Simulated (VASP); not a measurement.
Input of a VASP 6.6.1 run:

INCAR

```
PREC = Accurate ; ENCUT = 520
EDIFF = 1E-6 ; ISMEAR = 0
SIGMA = 0.1 ; LREAL = False
LASPH = True ; NELM = 80
ALGO = Normal ; ISIF = 2
LWAVE = False ; LCHARG = False
GGA = PE ; NBANDS = 36
```

File KPOINTS:

```
Automatic mesh
0
Gamma
  4 4 4
```

File POSCAR:

```
Ta3As4
1.0
   -3.1877641027      3.1877641027      3.1877641027
    3.1877641027     -3.1877641027      3.1877641027
    3.1877641027      3.1877641027     -3.1877641027
Ta As
3 4
Direct
    0.0000000000      0.5000000000      0.5000000000
    0.5000000000      0.0000000000      0.5000000000
    0.5000000000      0.5000000000      0.0000000000
    0.5000000000      0.5000000000      0.5000000000
    0.0000000000      0.0000000000      0.5000000000
    0.0000000000      0.5000000000      0.0000000000
    0.5000000000      0.0000000000      0.0000000000
```

Potentials or basis: VASP PAW PBE potentials, release 64 (Ta_pv, As).

Launch:

```bash
$ cat potpaw_PBE.64/Ta_pv/POTCAR potpaw_PBE.64/As/POTCAR > POTCAR
$ mpirun -np 1 vasp_std > vasp.out
```

(1) Predict the band gap on the k mesh.

(2) What does it give for the pressure?

## Answers

(1) zero (an odd number of electrons rules out a gap without spin polarisation).

(2) 0.3 GPa.

Caveat: spin-orbit coupling is left out, which moves the levels of the heavy elements.
